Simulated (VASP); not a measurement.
Write the native input for VASP 6.6.1 that does the following.

```yaml
Task: single point
Functional: PBE
Potentials_or_basis: VASP PAW PBE potentials, release 64 (Zr_sv, Mn_pv, N)
Cutoff: 600 eV
k_mesh: 14 × 14 × 14
Occupations: gaussian, width 0.1 eV
Spin: collinear spin, ferromagnetic start
Starting_moments: "[0.0, 0.0, 2.11, 0.0, 0.0] μB"
Dipole_correction: no
Further_INCAR_settings: ALGO = Normal; EDIFF = 1e-06; NBANDS = 36
```

The structure of Zr2MnN2 lies in POSCAR:

```
Zr2MnN2
1.0
   -1.6203504780      1.6203504780      5.9488839870
    1.6203504780     -1.6203504780      5.9488839870
    1.6203504780      1.6203504780     -5.9488839870
Zr Mn N
2 1 2
Direct
    0.3516247007      0.3516247007      0.0000000000
    0.6483752993      0.6483752993      0.0000000000
    0.0000000000      0.0000000000      0.0000000000
    0.1626690385      0.1626690385      0.0000000000
    0.8373309615      0.8373309615      0.0000000000
```

The input as run:

INCAR

```
PREC = Accurate
ENCUT = 600
EDIFF = 1E-6
ISMEAR = 0
SIGMA = 0.1
LREAL = F
LASPH = T
NELM = 200
ALGO = Normal
ISIF = 2
LWAVE = F
LCHARG = F
ISPIN = 2
MAGMOM = 0 0 2.11 0 0
LORBIT = 11
LMAXMIX = 4
GGA = PE
NBANDS = 36
GGA_COMPAT = F
KPAR = 4
```

KPOINTS

```
regular mesh
0
Gamma
  14 14 14
```

Potentials or basis: VASP PAW PBE potentials, release 64 (Zr_sv, Mn_pv, N).

Command:

```bash
$ cat potpaw_PBE.64/Zr_sv/POTCAR potpaw_PBE.64/Mn_pv/POTCAR potpaw_PBE.64/N/POTCAR > POTCAR
$ mpirun -np 4 vasp_std > vasp.out
```

Results of the run:

| Item | Value |
| --- | --- |
| Pressure | 0.2 GPa |
| Largest force | 0.038 eV/Å |
| Net moment | 2.05 μB per cell |
| Site moments | Zr -0.11; Mn +2.27; N +0.02 μB |
| Valence electrons inside the program's atomic spheres | Zr 9.82; Mn 11.82; N 3.73 |

Caveat: a cell with one magnetic atom can't hold antiferromagnetic order, which such compounds often take.

Run time: 33 min on 4 MPI ranks on Intel(R) Xeon(R) Platinum 8488C (Sapphire Rapids) (shared host), peak memory 1.3 GiB a rank.
